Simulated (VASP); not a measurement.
# Sb (P4/mmm) in VASP: further runs

Sb is run at these levels: PBEsol; tasks: single point.

All numbers are computed with VASP 6.6.1; they aren't measurements. Logs are shortened: lines on timing, memory, paths and dates and some standing lists are left out, and cuts for length are marked.

### 1 The cell of the first run

It takes space group P4/mmm (No. 123, tetragonal). The conventional cell has a = 3.109 Å, b = 3.109 Å, c = 3.264 Å, α = 90.00°, β = 90.00°, γ = 90.00°. Sb (site symmetry 4/mmm) has 6 Sb at 3.11 to 3.26 Å within 4.1 Å.

### 2 Single point, PBEsol

Contents of INCAR:

```
SYSTEM = Sb
PREC = Accurate
ENCUT = 520
EDIFF = 1E-6
ISMEAR = 0
SIGMA = 0.15
LREAL = .FALSE.
LASPH = .TRUE.
NELM = 60
ALGO = Normal
ISIF = 2
LWAVE = .FALSE.
LCHARG = .FALSE.
GGA = PS
NBANDS = 8
```

Contents of KPOINTS:

```
regular mesh
0
G
  16 16 16
  0 0 0
```

Contents of POSCAR:

```
Sb
1.0
    3.1090233439      0.0000000000      0.0000000000
    0.0000000000      3.1090233439      0.0000000000
    0.0000000000      0.0000000000      3.2644745111
Sb
1
Direct
    0.0000000000      0.0000000000      0.0000000000
```

Potentials or basis: VASP PAW PBE potentials, release 64 (Sb).

Run with:

```sh
> cat potpaw_PBE.64/Sb/POTCAR > POTCAR
> mpirun -np 1 vasp_std > vasp.out
```

OUTCAR:

```text
SYSTEM = Sb
   PREC = Accurate
   ENCUT = 520
   EDIFF = 1E-6
   ISMEAR = 0
   LREAL = .FALSE.
   LASPH = .TRUE.
   NELM = 60
   ISIF = 2
   GGA = PS

 ion  position               nearest neighbor table
   1  0.000  0.000  0.000-

  LATTYP: Found a simple tetragonal cell.
 ALAT       =     3.1090233439
 C/A-ratio  =     1.0500000000

  Lattice vectors:

 A1 = (   3.1090233439,   0.0000000000,   0.0000000000)
 A2 = (   0.0000000000,   3.1090233439,   0.0000000000)
 A3 = (   0.0000000000,   0.0000000000,   3.2644745111)

Analysis of symmetry for initial positions (statically):
=====================================================================
 Subroutine PRICEL returns:
 Original cell was already a primitive cell.

 Routine SETGRP: Setting up the symmetry group for a
 simple tetragonal supercell.

 Subroutine GETGRP returns: Found 16 space group operations
 (whereof 16 operations were pure point group operations)
 out of a pool of 16 trial point group operations.

The static configuration has the point symmetry D_4h.

Analysis of symmetry for dynamics (positions and initial velocities):
=====================================================================
 Subroutine PRICEL returns:
 Original cell was already a primitive cell.

 Routine SETGRP: Setting up the symmetry group for a
 simple tetragonal supercell.

 Subroutine GETGRP returns: Found 16 space group operations
 (whereof 16 operations were pure point group operations)
 out of a pool of 16 trial point group operations.

The dynamic configuration has the point symmetry D_4h.

 Subroutine INISYM returns: Found 16 space group operations
 (whereof 16 operations are pure point group operations),
 and found     1 'primitive' translations

----------------------------------------------------------------------------------------

                                     Primitive cell

  volume of cell :      31.5545

  direct lattice vectors                    reciprocal lattice vectors
     3.109023344  0.000000000  0.000000000     0.321644417  0.000000000  0.000000000
     0.000000000  3.109023344  0.000000000     0.000000000  0.321644417  0.000000000
     0.000000000  0.000000000  3.264474511     0.000000000  0.000000000  0.306328016

  length of vectors
     3.109023344  3.109023344  3.264474511     0.321644417  0.321644417  0.306328016

  position of ions in fractional coordinates (direct lattice)
     0.000000000  0.000000000  0.000000000

  ion indices of the primitive-cell ions
   primitive index   ion index
                 1           1

----------------------------------------------------------------------------------------

 KPOINTS: regular mesh

Automatic generation of k-mesh.
 Grid dimensions read from file:
 generate k-points for:   16   16   16

 Generating k-lattice:

  Cartesian coordinates                     Fractional coordinates (reciprocal lattice)
     0.020102776  0.000000000  0.000000000     0.062500000  0.000000000  0.000000000
     0.000000000  0.020102776  0.000000000     0.000000000  0.062500000  0.000000000
     0.000000000  0.000000000  0.019145501     0.000000000  0.000000000  0.062500000

  Length of vectors
     0.020102776  0.020102776  0.019145501

  Shift w.r.t. Gamma in fractional coordinates (k-lattice)
     0.000000000  0.000000000  0.000000000

 Subroutine IBZKPT returns following result:
 ===========================================

 Found    405 irreducible k-points:

 Following reciprocal coordinates:
            Coordinates               Weight
  0.000000  0.000000  0.000000      1.000000
  0.062500  0.000000  0.000000      4.000000
  0.125000  0.000000  0.000000      4.000000
  0.187500  0.000000  0.000000      4.000000
  0.250000  0.000000  0.000000      4.000000
  0.312500  0.000000  0.000000      4.000000
[... 16 lines left out ...]
  0.437500  0.125000  0.000000      8.000000
  0.500000  0.125000  0.000000      4.000000
 [... further k-points ...]
   k-points           NKPTS =    405   k-points in BZ     NKDIM =    405   number of bands    NBANDS=      8
   number of dos      NEDOS =    301   number of ions     NIONS =      1
   total plane-waves  NPLWV =  13824
   dimension x,y,z NGX =    24 NGY =   24 NGZ =   24
   dimension x,y,z NGXF=    48 NGYF=   48 NGZF=   48
   ions per type =               1
   NGX,Y,Z   is equivalent  to a cutoff of  12.83, 12.83, 12.22 a.u.
   NGXF,Y,Z  is equivalent  to a cutoff of  25.67, 25.67, 24.44 a.u.
 SYSTEM =  Sb
   PREC   = accura    normal or accurate (medium, high low for compatibility)
   ISTART =      0    job   : 0-new  1-cont  2-samecut
   ICHARG =      2    charge: 1-file 2-atom 10-const
   ISPIN  =      1    spin polarized calculation?
   LNONCOLLINEAR =      F non collinear calculations
   LSORBIT =      F    spin-orbit coupling
   LASPH  =      T    aspherical Exc in radial PAW
   ENCUT  =  520.0 eV  38.22 Ry    6.18 a.u.   5.78  5.78  6.07*2*pi/ulx,y,z
   NELM   =     60;   NELMIN=  2; NELMDL= -5     # of ELM steps
   EDIFF  = 0.1E-05   stopping-criterion for ELM
   LREAL  =      F    real-space projection
   EDIFFG = 0.1E-04   stopping-criterion for IOM
   NSW    =      0    number of steps for IOM
   IBRION =     -1    ionic relax: 0-MD 1-quasi-New 2-CG
   NFREE  =      0    steps in history (QN), initial steepest desc. (CG)
   ISIF   =      2    stress and relaxation
   ISYM   =      2    0-nonsym 1-usesym 2-fastsym
   POTIM  = 0.5000    time-step for ionic-motion
   TEBEG  =    0.0;   TEEND  =   0.0 temperature during run
   PSTRESS=    0.0 pullay stress
   NELECT =       5.0000    total number of electrons
   NUPDOWN=      -1.0000    fix difference up-down
   EMIN   =  10.00;   EMAX   =-10.00  energy-range for DOS
   EFERMI =   0.00;   METHOD = LEGACY
   ISMEAR =     0;   SIGMA  =   0.15  broadening in eV -4-tet -1-fermi 0-gaus
   EFERMI_NEDOS =   21; number of points for ismear=-14 and -15
   IALGO  =     38    algorithm
   IMIX   =      4    mixing-type and parameters
     AMIX     =   0.40;   BMIX     =  1.00
     AMIX_MAG =   1.60;   BMIX_MAG =  1.00
  volume/ion in A,a.u.               =      31.55       212.94
  Fermi-wavevector in a.u.,A,eV,Ry     =   0.885886  1.674081 10.677766  0.784794
  Thomas-Fermi vector in A             =   2.006979
   LORBIT       =      0    0 simple, 1 ext, 2 COOP (PROOUT), +10 PAW based schemes
   GGA     = PS    functional components
   LHFCALC =     F    Hartree Fock is set to
   AEXX    =    0.0000 exact exchange contribution
   IVDW    =     0    specifies the selected vdW correction
   LEPSILON=     F    determine dielectric tensor
   LRPA    =     F    only Hartree local field effects (RPA)
 non-spin polarized calculation
 Gauss-broadening in eV      SIGMA  =   0.15
  energy-cutoff  :      520.00
  volume of cell :       31.55
 maximum number of plane-waves:       880
 NGX is ok and might be reduce to    24

 number of electron       4.9999999 magnetization

 Free energy of the ion-electron system (eV)
  ---------------------------------------------------
  ext. energy  EPLUGINS =         0.00000000
  ---------------------------------------------------
  free energy    TOTEN  =        -4.47562606 eV

  energy without entropy =       -4.46882480  energy(sigma->0) =       -4.47222543

 E-fermi :   6.2973     XC(G=0):  -9.5165

 val. band max:        6.2935532248   @ k =   0.2500   0.0625   0.4375
 cond. band min:       6.3000241442   @ k =   0.2500   0.0625   0.1875
 fundamental gap:      0.0064709194
 Fermi energy:         6.2972997158

 k-point     1 :       0.0000    0.0000    0.0000
  band No.  band energies     occupation
      1      -5.7023      2.00000
      2       8.5853      0.00000
      3       9.8424      0.00000
      4       9.8424      0.00000
      5      12.6316      0.00000
      6      13.4914      0.00000
      7      14.3941      0.00000
      8      23.5039      0.00000

 k-point     2 :       0.0625    0.0000    0.0000
  band No.  band energies     occupation
      1      -5.6458      2.00000
      2       8.6405      0.00000
      3       9.0907      0.00000
      4       9.8983      0.00000
      5      12.6926      0.00000
      6      13.8095      0.00000
      7      14.9355      0.00000
      8      22.7979      0.00000

 k-point     3 :       0.1250    0.0000    0.0000
  band No.  band energies     occupation
      1      -5.4774      2.00000
      2       7.6401      0.00000
      3       8.8031      0.00000
      4      10.0629      0.00000
      5      12.8442      0.00000
      6      14.0771      0.00000
      7      16.4640      0.00000
      8      21.6597      0.00000

 k-point     4 :       0.1875    0.0000    0.0000
  band No.  band energies     occupation
      1      -5.2010      2.00000
      2       6.0956      1.94279
      3       9.0631      0.00000
      4      10.3261      0.00000
      5      13.0871      0.00000
      6      14.3422      0.00000
      7      18.2806      0.00000
      8      20.4970      0.00000

 k-point     5 :       0.2500    0.0000    0.0000
  band No.  band energies     occupation
      1      -4.8257      2.00000
      2       4.6189      2.00000
      3       9.4017      0.00000
      4      10.6688      0.00000
      5      13.4222      0.00000
      6      14.6813      0.00000
      7      19.3907      0.00000
      8      19.8088      0.00000
[... 177 lines left out ...]
 k-point    22 :       0.3750    0.1250    0.0000
  band No.  band energies     occupation
      1      -3.6557      2.00000
      2       2.3638      2.00000
      3       9.3284      0.00000
      4      10.3850      0.00000
      5      14.5248      0.00000
      6      15.4699      0.00000
      7      17.7505      0.00000
      8      17.8070      0.00000

 k-point    23 :       0.4375    0.1250    0.0000
  band No.  band energies     occupation
      1      -3.2308      2.00000
      2       1.5487      2.00000
      3       9.6749      0.00000
      4      10.6763      0.00000
      5      14.5782      0.00000
      6      15.3782      0.00000
      7      17.1938      0.00000
      8      17.2345      0.00000

 k-point    24 :       0.5000    0.1250    0.0000
  band No.  band energies     occupation
      1      -3.0492      2.00000
      2       1.2364      2.00000
      3       9.8148      0.00000
      4      10.7884      0.00000
      5      14.4179      0.00000
      6      15.6530      0.00000
      7      16.8357      0.00000
      8      16.9929      0.00000

 [... further k-points ...]
[... 5 lines left out ...]
  --------------------------------------------------------------------------------------
  -------------------------------------------------------------------------------------
  Total       -0.6347098     -0.6347098     -1.4249298      0.0000000     -0.0000000      0.0000000
  in kB      -32.2273448    -32.2273448    -72.3507103      0.0000000     -0.0000000      0.0000000
  external PRESSURE =     -45.6017999 kB  Pullay stress =       0.0000000 kB

 VOLUME and BASIS-vectors are now :
 -----------------------------------------------------------------------------
  energy-cutoff  :      520.00
  volume of cell :       31.55
      direct lattice vectors                 reciprocal lattice vectors
     3.109023344  0.000000000  0.000000000     0.321644417  0.000000000  0.000000000
     0.000000000  3.109023344  0.000000000     0.000000000  0.321644417  0.000000000
     0.000000000  0.000000000  3.264474511     0.000000000  0.000000000  0.306328016

 POSITION                                       TOTAL-FORCE (eV/Angst)
 -----------------------------------------------------------------------------------
      0.00000      0.00000      0.00000         0.000000      0.000000      0.000000
 -----------------------------------------------------------------------------------
    total drift:                               -0.000000      0.000000      0.000000

  FREE ENERGIE OF THE ION-ELECTRON SYSTEM (eV)
  ---------------------------------------------------
  free  energy   TOTEN  =        -4.4756260629 eV

  energy  without entropy=       -4.4688248045  energy(sigma->0) =       -4.47222543
```

It took 19 s on 1 thread of Intel Xeon 6975P-C, shared host; peak memory 0.22 GiB.

Results:

```
Free energy : -4.4756 eV
Pressure    : -4.6 GPa
```

Levels at points of the mesh, in eV from the Fermi level:
| k point | band 1 | band 2 | band 3 | band 4 | band 5 | band 6 | band 7 | band 8 |
| --- | --- | --- | --- | --- | --- | --- | --- | --- |
| (0.00, 0.00, 0.00) | -12.00 | 2.29 | 3.55 | 3.55 | 6.33 | 7.19 | 8.10 | 17.21 |
| (0.50, 0.00, 0.00) | -9.58 | -5.27 | 4.27 | 5.55 | 8.79 | 9.97 | 10.52 | 11.19 |
| (0.50, 0.50, 0.00) | -7.00 | -3.23 | -3.23 | 2.39 | 6.25 | 12.20 | 12.56 | 12.56 |
| (0.00, 0.00, 0.50) | -10.15 | -5.13 | 5.08 | 5.08 | 8.90 | 10.83 | 11.14 | 11.70 |
| (0.50, 0.00, 0.50) | -7.63 | -3.65 | -3.01 | 2.30 | 7.08 | 12.59 | 13.07 | 13.23 |
| (0.50, 0.50, 0.50) | -4.85 | -1.73 | -1.73 | -1.02 | 4.64 | 5.03 | 5.03 | 6.97 |

Caveat: the PAW data sets were made with another functional, which shifts forces and pressure a little; spin-orbit coupling is left out, which moves the levels of the heavy elements.

### 3 Single point, PBEsol

This run uses another cell than the first one, of the same volume but with other edges.

Contents of INCAR:

```
SYSTEM = Sb
PREC = Accurate ; ENCUT = 520
EDIFF = 1E-7 ; ISMEAR = 0
SIGMA = 0.15 ; LREAL = .False.
LASPH = .True. ; NELM = 60
ALGO = Normal ; ISIF = 2
LWAVE = .False. ; LCHARG = .False.
GGA = PS ; NBANDS = 8
```

Contents of KPOINTS:

```
Automatic mesh
0
Gamma
  16 16 16
  0 0 0
```

Contents of POSCAR:

```
Sb
1.0
    3.2032930510      0.0000000000      0.0000000000
    0.0000000000      3.2032930510      0.0000000000
    0.0000000000      0.0000000000      3.0751613290
Sb
1
Direct
    0.0000000000      0.0000000000      0.0000000000
```

Potentials or basis: VASP PAW PBE potentials, release 64 (Sb).

Run with:

```sh
> cat potpaw_PBE.64/Sb/POTCAR > POTCAR
> mpirun -np 1 vasp_std > vasp.out
```

Wall time 2 min (1 thread of AMD EPYC 7R43 (Zen 3), shared host); peak memory 0.18 GiB.

The run converged. Its results:

| Quantity | Value |
| --- | --- |
| Free energy | -4.4806 eV |
| Pressure | -4.7 GPa |

Stress tensor (GPa, compression positive):
```
-5.68  0.00  0.00
 0.00 -5.68  0.00
 0.00  0.00 -2.64
```

Levels at points of the mesh, in eV from the Fermi level:
| k point | band 1 | band 2 | band 3 | band 4 | band 5 | band 6 |
| --- | --- | --- | --- | --- | --- | --- |
| (0.00, 0.00, 0.00) | -11.99 | 2.76 | 2.76 | 3.87 | 6.65 | 6.84 |
| (0.50, 0.00, 0.00) | -9.93 | -5.18 | 4.46 | 5.58 | 8.81 | 10.40 |
| (0.50, 0.50, 0.00) | -7.78 | -3.35 | -3.35 | 2.27 | 7.29 | 12.69 |
| (0.00, 0.00, 0.50) | -9.42 | -5.30 | 4.87 | 4.87 | 8.94 | 10.00 |
| (0.50, 0.00, 0.50) | -7.23 | -3.53 | -2.98 | 2.37 | 6.56 | 12.35 |
| (0.50, 0.50, 0.50) | -4.84 | -1.90 | -1.28 | -1.28 | 4.80 | 4.80 |

Caveat: the PAW data sets were made with another functional, which shifts forces and pressure a little; spin-orbit coupling is left out, which moves the levels of the heavy elements.
